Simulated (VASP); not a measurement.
# Pd in VASP: further runs

The runs below take Pd through single point, with PBE.

Everything below comes from runs of VASP 6.6.1. Logs are shortened: lines on timing, memory, paths and dates and some standing lists are left out, and cuts for length are marked.

## Step 1: The cell of the first run

The typed cell holds 1 atom: a = 2.700 Å, b = 2.700 Å, c = 2.631 Å, α = 90.00°, β = 90.00°, γ = 119.95°.

The cell was built from a structure type or drawn by symmetry, and may not be a known phase.

## Step 2: Single point, PBE

File INCAR:

```
SYSTEM = Pd
PREC = Accurate
ENCUT = 520
EDIFF = 1E-6
ISMEAR = 0
SIGMA = 0.1
LREAL = .FALSE.
LASPH = .TRUE.
NELM = 60
ALGO = Normal
ISIF = 2
LWAVE = .FALSE.
LCHARG = .FALSE.
GGA = PE
NBANDS = 11
```

File KPOINTS:

```
regular mesh
0
G
  6 6 8
  0 0 0
```

File POSCAR:

```
Pd
1.0
    1.3508400317     -2.3375022611      0.0000000000
    1.3508400317      2.3375022611      0.0000000000
    0.0000000000      0.0000000000      2.6313693702
Pd
1
Direct
    0.0000000000      0.0000000000      0.0000000000
```

Potentials or basis: VASP PAW PBE potentials, release 64 (Pd).

Command:

```console
$ cat potpaw_PBE.64/Pd/POTCAR > POTCAR
$ mpirun -np 1 vasp_std > vasp.out
```

OUTCAR:

```text
SYSTEM = Pd
   PREC = Accurate
   ENCUT = 520
   EDIFF = 1E-6
   ISMEAR = 0
   LREAL = .FALSE.
   LASPH = .TRUE.
   NELM = 60
   ISIF = 2
   GGA = PE

 ion  position               nearest neighbor table
   1  0.000  0.000  0.000-

  LATTYP: Found a base centered orthorhombic cell.
 ALAT       =     2.7016800634
 B/A-ratio  =     1.7304064184
 C/A-ratio  =     0.9739751963

  Lattice vectors:

 A1 = (   1.3508400317,  -2.3375022611,   0.0000000000)
 A2 = (   1.3508400317,   2.3375022611,   0.0000000000)
 A3 = (   0.0000000000,   0.0000000000,   2.6313693702)

Analysis of symmetry for initial positions (statically):
=====================================================================
 Subroutine PRICEL returns:
 Original cell was already a primitive cell.

 Routine SETGRP: Setting up the symmetry group for a
 base centered orthorhombic supercell.

 Subroutine GETGRP returns: Found  8 space group operations
 (whereof  8 operations were pure point group operations)
 out of a pool of  8 trial point group operations.

The static configuration has the point symmetry D_2h.

Analysis of symmetry for dynamics (positions and initial velocities):
=====================================================================
 Subroutine PRICEL returns:
 Original cell was already a primitive cell.

 Routine SETGRP: Setting up the symmetry group for a
 base centered orthorhombic supercell.

 Subroutine GETGRP returns: Found  8 space group operations
 (whereof  8 operations were pure point group operations)
 out of a pool of  8 trial point group operations.

The dynamic configuration has the point symmetry D_2h.

 Subroutine INISYM returns: Found  8 space group operations
 (whereof  8 operations are pure point group operations),
 and found     1 'primitive' translations

----------------------------------------------------------------------------------------

                                     Primitive cell

  volume of cell :      16.6176

  direct lattice vectors                    reciprocal lattice vectors
     1.350840032 -2.337502261  0.000000000     0.370140052 -0.213903536  0.000000000
     1.350840032  2.337502261  0.000000000     0.370140052  0.213903536  0.000000000
     0.000000000  0.000000000  2.631369370     0.000000000  0.000000000  0.380030265

  length of vectors
     2.699756584  2.699756584  2.631369370     0.427502493  0.427502493  0.380030265

  position of ions in fractional coordinates (direct lattice)
     0.000000000  0.000000000  0.000000000

  ion indices of the primitive-cell ions
   primitive index   ion index
                 1           1

----------------------------------------------------------------------------------------

 KPOINTS: regular mesh

Automatic generation of k-mesh.
 Grid dimensions read from file:
 generate k-points for:    6    6    8

 Generating k-lattice:

  Cartesian coordinates                     Fractional coordinates (reciprocal lattice)
     0.061690009 -0.035650589  0.000000000     0.166666667  0.000000000  0.000000000
     0.061690009  0.035650589  0.000000000     0.000000000  0.166666667  0.000000000
     0.000000000  0.000000000  0.047503783     0.000000000  0.000000000  0.125000000

  Length of vectors
     0.071250415  0.071250415  0.047503783

  Shift w.r.t. Gamma in fractional coordinates (k-lattice)
     0.000000000  0.000000000  0.000000000

 Subroutine IBZKPT returns following result:
 ===========================================

 Found     65 irreducible k-points:

 Following reciprocal coordinates:
            Coordinates               Weight
  0.000000  0.000000  0.000000      1.000000
  0.166667 -0.000000  0.000000      4.000000
  0.333333  0.000000  0.000000      4.000000
  0.500000 -0.000000  0.000000      2.000000
  0.166667  0.166667  0.000000      2.000000
  0.333333  0.166667  0.000000      4.000000
[... 16 lines left out ...]
  0.333333  0.333333  0.125000      4.000000
  0.500000  0.333333  0.125000      8.000000
 [... further k-points ...]
   k-points           NKPTS =     65   k-points in BZ     NKDIM =     65   number of bands    NBANDS=     11
   number of dos      NEDOS =    301   number of ions     NIONS =      1
   total plane-waves  NPLWV =   8000
   dimension x,y,z NGX =    20 NGY =   20 NGZ =   20
   dimension x,y,z NGXF=    40 NGYF=   40 NGZF=   40
   ions per type =               1
   NGX,Y,Z   is equivalent  to a cutoff of  12.32, 12.32, 12.64 a.u.
   NGXF,Y,Z  is equivalent  to a cutoff of  24.63, 24.63, 25.27 a.u.
 SYSTEM =  Pd
   PREC   = accura    normal or accurate (medium, high low for compatibility)
   ISTART =      0    job   : 0-new  1-cont  2-samecut
   ICHARG =      2    charge: 1-file 2-atom 10-const
   ISPIN  =      1    spin polarized calculation?
   LNONCOLLINEAR =      F non collinear calculations
   LSORBIT =      F    spin-orbit coupling
   LASPH  =      T    aspherical Exc in radial PAW
   ENCUT  =  520.0 eV  38.22 Ry    6.18 a.u.   5.02  5.02  4.89*2*pi/ulx,y,z
   NELM   =     60;   NELMIN=  2; NELMDL= -5     # of ELM steps
   EDIFF  = 0.1E-05   stopping-criterion for ELM
   LREAL  =      F    real-space projection
   EDIFFG = 0.1E-04   stopping-criterion for IOM
   NSW    =      0    number of steps for IOM
   IBRION =     -1    ionic relax: 0-MD 1-quasi-New 2-CG
   NFREE  =      0    steps in history (QN), initial steepest desc. (CG)
   ISIF   =      2    stress and relaxation
   ISYM   =      2    0-nonsym 1-usesym 2-fastsym
   POTIM  = 0.5000    time-step for ionic-motion
   TEBEG  =    0.0;   TEEND  =   0.0 temperature during run
   PSTRESS=    0.0 pullay stress
   NELECT =      10.0000    total number of electrons
   NUPDOWN=      -1.0000    fix difference up-down
   EMIN   =  10.00;   EMAX   =-10.00  energy-range for DOS
   EFERMI =   0.00;   METHOD = LEGACY
   ISMEAR =     0;   SIGMA  =   0.10  broadening in eV -4-tet -1-fermi 0-gaus
   EFERMI_NEDOS =   21; number of points for ismear=-14 and -15
   IALGO  =     38    algorithm
   IMIX   =      4    mixing-type and parameters
     AMIX     =   0.40;   BMIX     =  1.00
     AMIX_MAG =   1.60;   BMIX_MAG =  1.00
  volume/ion in A,a.u.               =      16.62       112.14
  Fermi-wavevector in a.u.,A,eV,Ry     =   1.382141  2.611867 25.991383  1.910313
  Thomas-Fermi vector in A             =   2.506860
   LORBIT       =      0    0 simple, 1 ext, 2 COOP (PROOUT), +10 PAW based schemes
   GGA     = PE    functional components
   LHFCALC =     F    Hartree Fock is set to
   AEXX    =    0.0000 exact exchange contribution
   IVDW    =     0    specifies the selected vdW correction
   LEPSILON=     F    determine dielectric tensor
   LRPA    =     F    only Hartree local field effects (RPA)
 non-spin polarized calculation
 Gauss-broadening in eV      SIGMA  =   0.10
  energy-cutoff  :      520.00
  volume of cell :       16.62
 maximum number of plane-waves:       462
   NGX =  9   NGY =  9   NGZ =  9

 number of electron      10.0000002 magnetization

 Free energy of the ion-electron system (eV)
  ---------------------------------------------------
  ext. energy  EPLUGINS =         0.00000000
  ---------------------------------------------------
  free energy    TOTEN  =        -4.95867431 eV

  energy without entropy =       -4.95445768  energy(sigma->0) =       -4.95656599

 E-fermi :   8.0180     XC(G=0): -12.3773

 val. band max:        7.9825659105   @ k =   0.1667  -0.0000   0.0000
 cond. band min:       8.0462681588   @ k =   0.5000  -0.0000   0.3750
 fundamental gap:      0.0637022483
 Fermi energy:         8.0180072150

 k-point     1 :       0.0000    0.0000    0.0000
  band No.  band energies     occupation
      1       1.7107      2.00000
      2       3.4586      2.00000
      3       5.5134      2.00000
      4       5.5266      2.00000
      5       8.0724      0.44213
      6       8.0742      0.42667
      7      23.7642      0.00000
      8      25.5457      0.00000
      9      30.3925      0.00000
     10      30.4155      0.00000
     11      30.8122      0.00000

 k-point     2 :       0.1667   -0.0000    0.0000
  band No.  band energies     occupation
      1       2.5768      2.00000
      2       3.7316      2.00000
      3       5.1813      2.00000
      4       6.1306      2.00000
      5       7.5891      2.00000
      6       7.9826      1.38378
      7      24.3241      0.00000
      8      25.2601      0.00000
      9      27.6512      0.00000
     10      27.7322      0.00000
     11      30.6871      0.00000

 k-point     3 :       0.3333    0.0000    0.0000
  band No.  band energies     occupation
      1       3.4483      2.00000
      2       4.0361      2.00000
      3       6.5887      2.00000
      4       6.7549      2.00000
      5       7.5511      2.00000
      6       7.8046      1.99746
      7      18.4651      0.00000
      8      24.3388      0.00000
      9      27.9990      0.00000
     10      28.7040      0.00000
     11      30.0922      0.00000

 k-point     4 :       0.5000   -0.0000    0.0000
  band No.  band energies     occupation
      1       3.1905      2.00000
      2       4.3461      2.00000
      3       6.3867      2.00000
      4       7.7176      1.99998
      5       8.4178      0.00000
      6       9.2551      0.00000
      7      14.5536      0.00000
      8      22.7861      0.00000
      9      27.6381      0.00000
     10      29.8279      0.00000
     11      30.9057      0.00000

 k-point     5 :       0.1667    0.1667    0.0000
  band No.  band energies     occupation
      1       3.7390      2.00000
      2       4.3767      2.00000
      3       4.6307      2.00000
      4       7.0319      2.00000
      5       7.6532      2.00000
      6       7.7548      1.99980
      7      21.6052      0.00000
      8      21.9207      0.00000
      9      27.8342      0.00000
     10      29.2782      0.00000
     11      31.6001      0.00000
[... 211 lines left out ...]
 k-point    21 :      -0.3333    0.1667    0.1250
  band No.  band energies     occupation
      1       4.1229      2.00000
      2       4.5203      2.00000
      3       4.6978      2.00000
      4       6.7391      2.00000
      5       7.4959      2.00000
      6       7.9098      1.87413
      7      22.1178      0.00000
      8      22.2994      0.00000
      9      24.3844      0.00000
     10      32.1085      0.00000
     11      32.6205      0.00000

 k-point    22 :      -0.1667    0.1667    0.1250
  band No.  band energies     occupation
      1       2.9167      2.00000
      2       4.0353      2.00000
      3       5.2391      2.00000
      4       6.1608      2.00000
      5       7.4021      2.00000
      6       7.7557      1.99979
      7      22.5672      0.00000
      8      24.7102      0.00000
      9      28.3202      0.00000
     10      28.3644      0.00000
     11      33.3030      0.00000

 k-point    23 :       0.3333    0.3333    0.1250
  band No.  band energies     occupation
      1       4.9878      2.00000
      2       5.1235      2.00000
      3       5.1292      2.00000
      4       6.5897      2.00000
      5       6.5905      2.00000
      6      15.2115      0.00000
      7      15.2201      0.00000
      8      15.2491      0.00000
      9      29.1737      0.00000
     10      29.1814      0.00000
     11      33.6128      0.00000

 k-point    24 :       0.5000    0.3333    0.1250
  band No.  band energies     occupation
      1       4.0185      2.00000
      2       4.8178      2.00000
      3       5.6282      2.00000
      4       6.8491      2.00000
      5       7.1684      2.00000
      6      10.9435      0.00000
      7      16.3066      0.00000
      8      20.2485      0.00000
      9      26.6926      0.00000
     10      30.3977      0.00000
     11      33.4199      0.00000

 [... further k-points ...]

------------------------ aborting loop because EDIFF is reached ----------------------------------------

  FORCE on cell =-STRESS in cart. coord.  units (eV):
  Direction    XX          YY          ZZ          XY          YZ          ZX
  --------------------------------------------------------------------------------------
  -------------------------------------------------------------------------------------
  Total       -0.0454139     -0.0253532     -0.0320596     -0.0000000      0.0000000      0.0000000
  in kB       -4.3785609     -2.4444210     -3.0910173     -0.0000000      0.0000000      0.0000000
  external PRESSURE =      -3.3046664 kB  Pullay stress =       0.0000000 kB

 VOLUME and BASIS-vectors are now :
 -----------------------------------------------------------------------------
  energy-cutoff  :      520.00
  volume of cell :       16.62
      direct lattice vectors                 reciprocal lattice vectors
     1.350840032 -2.337502261  0.000000000     0.370140052 -0.213903536  0.000000000
     1.350840032  2.337502261  0.000000000     0.370140052  0.213903536  0.000000000
     0.000000000  0.000000000  2.631369370     0.000000000  0.000000000  0.380030265

 POSITION                                       TOTAL-FORCE (eV/Angst)
 -----------------------------------------------------------------------------------
      0.00000      0.00000      0.00000         0.000000      0.000000      0.000000
 -----------------------------------------------------------------------------------
    total drift:                                0.000000      0.000000      0.000000

  FREE ENERGIE OF THE ION-ELECTRON SYSTEM (eV)
  ---------------------------------------------------
  free  energy   TOTEN  =        -4.9586743102 eV

  energy  without entropy=       -4.9544576780  energy(sigma->0) =       -4.95656599
```

Run time: 6.8 s. Hardware: 1 thread of Intel Xeon 8259CL, shared host; peak memory 0.13 GiB.

Results:

| Quantity | Value |
| --- | --- |
| Free energy | -4.9587 eV |
| Pressure | -0.3 GPa |
| Band gap on the k mesh | zero (bands 5 and 6 overlap by 2.03 eV) |

Levels at points of the mesh, in eV from the Fermi level:
```
           k point  band 2  band 3  band 4  band 5  band 6  band 7  band 8  band 9
(0.00, 0.00, 0.00)   -4.56   -2.50   -2.49    0.05    0.06   15.75   17.53   22.37
(0.50, 0.00, 0.00)   -3.67   -1.63   -0.30    0.40    1.24    6.54   14.77   19.62
(0.50, 0.50, 0.00)   -3.67   -1.63   -0.30    0.40    1.25    6.55   14.74   19.63
(0.00, 0.00, 0.50)   -2.20   -2.19   -1.27   -1.26    0.08    4.66   20.45   23.39
(0.50, 0.00, 0.50)   -4.14   -1.89    0.51    0.94    6.29    6.71   13.48   13.83
(0.50, 0.50, 0.50)   -4.14   -1.90    0.51    0.94    6.30    6.73   13.49   13.84
```

Caveat: the k points lie up to 0.45 Å⁻¹ apart, too coarse for converged energies and pressures of a metal.

## Step 3: Single point, PBE, collinear spin

File INCAR:

```
PREC = Accurate
ENCUT = 520
EDIFF = 1E-6
ISMEAR = 0
SIGMA = 0.1
LREAL = F
LASPH = T
NELM = 150
ALGO = Fast
ISIF = 2
LWAVE = F
LCHARG = T
ISPIN = 2
MAGMOM = 1
LORBIT = 11
LMAXMIX = 4
GGA = PE
LELF = T
LVHAR = T
NBANDS = 15
```

File KPOINTS:

```
regular mesh
0
Gamma
  6 6 6
```

File POSCAR:

```
Pd
1.0
    2.7007183236      0.0000000000      0.0000000000
   -1.3503591618      2.3388906767      0.0000000000
    0.0000000000      0.0000000000      2.6313693702
Pd
1
Direct
    0.0000000000      0.0000000000      0.0000000000
```

Potentials or basis: VASP PAW PBE potentials, release 64 (Pd).

Command:

```console
$ cat potpaw_PBE.64/Pd/POTCAR > POTCAR
$ mpirun -np 1 vasp_std > vasp.out
```

Run time: 12 s. Hardware: 1 thread of Intel Xeon 8259CL, shared host; peak memory 0.13 GiB.

It converged, with:

```
Free energy                                           : -4.9171 eV
Pressure                                              : 0.2 GPa
Band gap on the k mesh                                : zero (filled and empty bands overlap)
Net moment                                            : 0.00 μB per cell
Valence electrons inside the program's atomic spheres : Pd 9.36
```

Stress tensor (GPa, compression positive):
```
-0.30  0.00  0.00
 0.00 -0.30  0.00
 0.00  0.00  1.10
```

Levels at points of the mesh, in eV from the Fermi level:
Spin up:
| k point | band 1 | band 2 | band 3 | band 4 | band 5 | band 6 | band 7 | band 8 | band 9 | band 10 |
| --- | --- | --- | --- | --- | --- | --- | --- | --- | --- | --- |
| (0.00, 0.00, 0.00) | -6.15 | -4.34 | -2.38 | -2.38 | 0.22 | 0.22 | 15.89 | 17.65 | 22.58 | 22.58 |
| (0.50, 0.00, 0.00) | -4.70 | -3.44 | -1.47 | -0.14 | 0.51 | 1.39 | 6.69 | 14.92 | 19.77 | 21.96 |
| (0.00, 0.00, 0.50) | -4.19 | -2.08 | -2.08 | -1.10 | -1.10 | 0.27 | 4.86 | 20.56 | 23.63 | 23.68 |
| (0.50, 0.00, 0.50) | -4.50 | -4.02 | -1.73 | 0.63 | 1.15 | 6.41 | 6.92 | 13.63 | 13.99 | 18.53 |
Spin down:
| k point | band 3 | band 4 | band 5 | band 6 | band 7 | band 8 |
| --- | --- | --- | --- | --- | --- | --- |
| (0.00, 0.00, 0.00) | -2.38 | -2.38 | 0.22 | 0.22 | 15.90 | 17.65 |
| (0.50, 0.00, 0.00) | -1.47 | -0.14 | 0.52 | 1.39 | 6.69 | 14.92 |
| (0.00, 0.00, 0.50) | -2.08 | -1.09 | -1.09 | 0.27 | 4.86 | 20.57 |
| (0.50, 0.00, 0.50) | -1.72 | 0.63 | 1.15 | 6.41 | 6.92 | 13.63 |

Caveat: the k points lie up to 0.45 Å⁻¹ apart, too coarse for converged energies and pressures of a metal.
